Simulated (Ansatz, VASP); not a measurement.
## One calculation of BaF2, two programs

INCAR

```
SYSTEM = BaF2
PREC = Accurate ; ENCUT = 600
EDIFF = 1E-6 ; ISMEAR = 0
SIGMA = 0.05 ; LREAL = .FALSE.
LASPH = .TRUE. ; NELM = 120
ALGO = Normal ; ISIF = 2
LWAVE = .FALSE. ; LCHARG = .FALSE.
GGA = PE ; NBANDS = 19
GGA_COMPAT = .FALSE.
```

Contents of KPOINTS:

```
regular mesh
0
G
  6 6 6
  0 0 0
```

POSCAR

```
BaF2
1.0
    0.0000000000      3.1775512500      3.1775512500
    3.1775512500      0.0000000000      3.1775512500
    3.1775512500      3.1775512500      0.0000000000
Ba F
1 2
Direct
    0.0000000000      0.0000000000      0.0000000000
    0.2500000000      0.2500000000      0.2500000000
    0.7500000000      0.7500000000      0.7500000000
```

Input for Ansatz:

```yaml
crystal:
  lattice:
    - [0.0, 3.17755125, 3.17755125]
    - [3.17755125, 0.0, 3.17755125]
    - [3.17755125, 3.17755125, 0.0]
  atoms:
    - { symbol: Ba, position: [0.0, 0.0, 0.0] }
    - { symbol: F, position: [0.25, 0.25, 0.25] }
    - { symbol: F, position: [0.75, 0.75, 0.75] }
basis:
  ecutwfc: 420
kpoints:
  mp_grid: { grid: [6, 6, 6] }
hamiltonian:
  xc: pbe
scf:
  occupations: { method: gaussian, width: 0.05 }
output:
  forces: true
  stress: true
  eigenvalues: true
```

Change from the starting cell: strain +0.025 along x and y, +0.025 along z, atoms carried along.

Alike in both runs: task single point; functional PBE; k mesh 6 × 6 × 6; occupations gaussian, width 0.05 eV; no spin polarisation.

```csv
,VASP,Ansatz
version,VASP 6.6.1,Ansatz 0.2.0
potentials or method,"VASP PAW PBE potentials, release 64 (Ba_sv, F), cutoff 600 eV","scalar-relativistic, plane waves, PAW"
valence electrons in the cell,24,24
```

|  | VASP | Ansatz | Ansatz less VASP |
| --- | --- | --- | --- |
| gap on the k mesh at the Fermi level (eV) | 6.44 | 6.51 | +0.064 |
| least direct gap on the mesh (eV) | 6.49 | 6.56 | +0.072 |
| pressure (GPa) | -1.8 | -2.5 | -0.68 |

Neither program's run includes spin-orbit coupling.
